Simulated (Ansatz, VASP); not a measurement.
# SnO: VASP beside Ansatz

File INCAR:

```
PREC = Accurate
ENCUT = 520
EDIFF = 1E-6
ISMEAR = 0
SIGMA = 0.05
LREAL = False
LASPH = True
NELM = 100
ALGO = Normal
ISIF = 2
LWAVE = False
LCHARG = False
LDIPOL = True
IDIPOL = 3
DIPOL = 0.5 0.5 0.394
GGA = PE
IVDW = 12
NBANDS = 50
```

KPOINTS

```
Automatic mesh
0
Gamma
  7 7 1
```

File POSCAR:

```
SnO
1.0
    3.8201636883      0.0000000000      0.0000000000
    0.0000000000      3.8201636883      0.0000000000
    0.0000000000      0.0000000000     22.2260802162
Sn O
4 4
Direct
    0.7500000000      0.2500000000      0.2024648501
    0.2500000000      0.7500000000      0.3087831971
    0.2500000000      1.1250000000      0.4797535150
    0.7500000000      0.6250000000      0.5860718620
    0.2500000000      0.2500000000      0.2556240236
    0.7500000000      0.7500000000      0.2556240236
    0.7500000000      1.1250000000      0.5329126885
    0.2500000000      0.6250000000      0.5329126885
```

Input for Ansatz:

```yaml
crystal:
  lattice:
    - [3.8201636883, 0.0, 0.0]
    - [0.0, 3.8201636883, 0.0]
    - [0.0, 0.0, 22.2260802162]
  atoms:
    - { symbol: Sn, position: [0.75, 0.25, 0.2024648501] }
    - { symbol: O, position: [0.25, 0.25, 0.2556240236] }
    - { symbol: O, position: [0.75, 0.75, 0.2556240236] }
    - { symbol: Sn, position: [0.25, 0.75, 0.3087831971] }
    - { symbol: Sn, position: [0.25, 1.125, 0.479753515] }
    - { symbol: O, position: [0.75, 1.125, 0.5329126885] }
    - { symbol: O, position: [0.25, 0.625, 0.5329126885] }
    - { symbol: Sn, position: [0.75, 0.625, 0.586071862] }
basis:
  ecutwfc: 420
kpoints:
  mp_grid: { grid: [7, 7, 1] }
hamiltonian:
  xc: pbe
  pseudopotentials: { kind: paw, azcp: { folder: soft_1 } }
  dispersion: d3bj
scf:
  occupations: { method: gaussian, width: 0.05 }
output:
  forces: true
  eigenvalues: true
efield:
  axis: 3
  dipole_correction: true
  ramp_width: 0.04
```

Alike in both runs: task single point; functional PBE; dispersion D3(BJ); k mesh 7 × 7 × 1; occupations gaussian, width 0.05 eV; no spin polarisation.

```csv
,VASP,Ansatz
version,VASP 6.6.1,Ansatz 0.2.0
potentials or method,"VASP PAW PBE potentials, release 64 (Sn_d, O), cutoff 520 eV","scalar-relativistic, plane waves, PAW"
valence electrons in the cell,80,80
```

VASP gave:

- gap on the k mesh at the Fermi level (eV): 2.12
- least direct gap on the mesh (eV): 2.32
- rms of the force components (eV/Å): 0.033

Question: Which values does Ansatz return?

Answer: gap on the k mesh at the Fermi level (eV): 2.13; least direct gap on the mesh (eV): 2.33; rms of the force components (eV/Å): 0.025.
